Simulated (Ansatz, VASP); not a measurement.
# One calculation of W, two programs

File INCAR:

```
SYSTEM = W
PREC = Accurate
ENCUT = 500
EDIFF = 1E-7
ISMEAR = 0
SIGMA = 0.1
LREAL = .FALSE.
LASPH = .TRUE.
NELM = 120
ALGO = Normal
ISIF = 3
LWAVE = .FALSE.
LCHARG = .FALSE.
GGA = PS
IBRION = 2
NSW = 100
EDIFFG = -0.005
GGA_COMPAT = .FALSE.
NELMIN = 4
```

File KPOINTS:

```
regular mesh
0
G
  18 18 18
  0 0 0
```

File POSCAR:

```
W
1.0
    0.0000000000      2.0000870955      2.0000870955
    2.0000870955      0.0000000000      2.0000870955
    2.0000870955      2.0000870955      0.0000000000
W
1
Direct
    0.0000000000      0.0000000000      0.0000000000
```

Input for Ansatz:

```yaml
crystal:
  lattice:
    - [0.0, 2.0000870955, 2.0000870955]
    - [2.0000870955, 0.0, 2.0000870955]
    - [2.0000870955, 2.0000870955, 0.0]
  atoms:
    - { symbol: W, position: [0.0, 0.0, 0.0] }
basis:
  ecutwfc: 420
kpoints:
  mp_grid: { grid: [18, 18, 18] }
hamiltonian:
  xc: pbesol
scf:
  occupations: { method: gaussian, width: 0.1 }
output:
  forces: true
  stress: true
  eigenvalues: true
relax:
  adjacent_minimum: "off"
  f_tol: 0.005
  max_steps: 80
  cell: { stress_tol: 0.05 }
```

Alike in both runs: task relaxation of cell and atoms; functional PBEsol; k mesh 18 × 18 × 18; occupations gaussian, width 0.1 eV; no spin polarisation.

|  | VASP | Ansatz |
| --- | --- | --- |
| version | VASP 6.6.1 | Ansatz 0.2.0 |
| potentials or method | VASP PAW PBE potentials, release 64 (W_sv), cutoff 500 eV | scalar-relativistic, plane waves, PAW |
| valence electrons in the cell | 14 | 14 |

Ansatz gave:

```
gap on the k mesh at the Fermi level, each at its own relaxed structure (eV) : none
relaxed volume (Å³/atom)                                                     : 15.98
relaxed length of the cell vector where the two differ most in proportion (Å)              : 2.827
```

Q: What did VASP give for the same quantities?

A: gap on the k mesh at the Fermi level, each at its own relaxed structure (eV): none; relaxed volume (Å³/atom): 16.01; relaxed length of the cell vector where the two differ most in proportion (Å): 2.829.

VASP's potentials were made for PBE, not for PBEsol. A gap of «none» marks a metal or a gap that the smearing closes.

Spin-orbit coupling is off throughout.
